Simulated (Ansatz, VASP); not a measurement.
# One calculation of SnO, two programs

```
CELL_PARAMETERS angstrom
3.35500 0.00000 0.00000
0.00000 5.67410 0.00000
0.00000 0.00000 4.22197
ATOMIC_POSITIONS crystal
Sn 0.00000 0.23191 0.51314
Sn 0.50000 0.76809 0.01314
O 0.00000 0.89125 0.73686
O 0.50000 0.10875 0.23686
```

Alike in both runs: task single point; functional PBEsol; k mesh 5 × 3 × 4; non-collinear spin, spin-orbit coupling.

```csv
,VASP,Ansatz
version,VASP 6.6.1,Ansatz 0.2.0
potentials or method,"VASP PAW PBE potentials, release 64 (Sn_d, O), cutoff 520 eV","plane waves, PAW"
occupations,"gaussian, width 0.01 eV",fixed
valence electrons in the cell,40,40
```

```csv
,VASP,Ansatz,Ansatz less VASP
net moment per atom (μB),0.00,0.00,0.000
```

VASP's potentials were made for PBE, not for PBEsol.

The k mesh is coarse, so the values compare programs but aren't converged.
